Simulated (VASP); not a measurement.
A run of VASP 6.6.1 is set up as follows.

The input INCAR:

```
SYSTEM = IClF
PREC = Accurate
ENCUT = 520
EDIFF = 1E-6
ISMEAR = -1
SIGMA = 0.0237
LREAL = .FALSE.
LASPH = .TRUE.
NELM = 100
ALGO = Normal
ISIF = 2
LWAVE = .FALSE.
LCHARG = .FALSE.
GGA = PS
NBANDS = 30
```

File KPOINTS:

```
Automatic mesh
0
G
  8 8 5
  0 0 0
```

The input POSCAR:

```
IClF
1.0
    4.4013150000      0.0000000000      0.0000000000
    0.0000000000      4.4013150000      0.0000000000
    0.0000000000      0.0000000000      7.7500020000
I F Cl
2 2 2
Direct
    0.0000000000      0.5000000000      0.2000000000
    0.5000000000      0.0000000000      0.8000000000
    0.0000000000      0.0000000000      0.0000000000
    0.5000000000      0.5000000000      0.0000000000
    0.0000000000      0.5000000000      0.6500000000
    0.5000000000      0.0000000000      0.3500000000
```

Potentials or basis: VASP PAW PBE potentials, release 64 (I, F, Cl).

The run is started by

```bash
$ cat potpaw_PBE.64/I/POTCAR potpaw_PBE.64/F/POTCAR potpaw_PBE.64/Cl/POTCAR > POTCAR
$ mpirun -np 1 vasp_std > vasp.out
```

Question: Predict the largest force.

Answer: 0.474 eV/Å.

Question: Estimate the band gap on the k mesh.

Answer: Zero (band 21 reaches 1.89 eV, above the bottom of band 22 at 1.19 eV).

Forces in eV/Å, atoms in the order of the input:
```
I    0.000  0.000  0.029
I    0.000  0.000 -0.029
F    0.000  0.000  0.000
F    0.000  0.000  0.000
Cl   0.000  0.000  0.474
Cl   0.000  0.000 -0.474
```

Caveat: the PAW data sets were made with another functional, which shifts forces and pressure a little; spin-orbit coupling is left out, which moves the levels of the heavy elements.
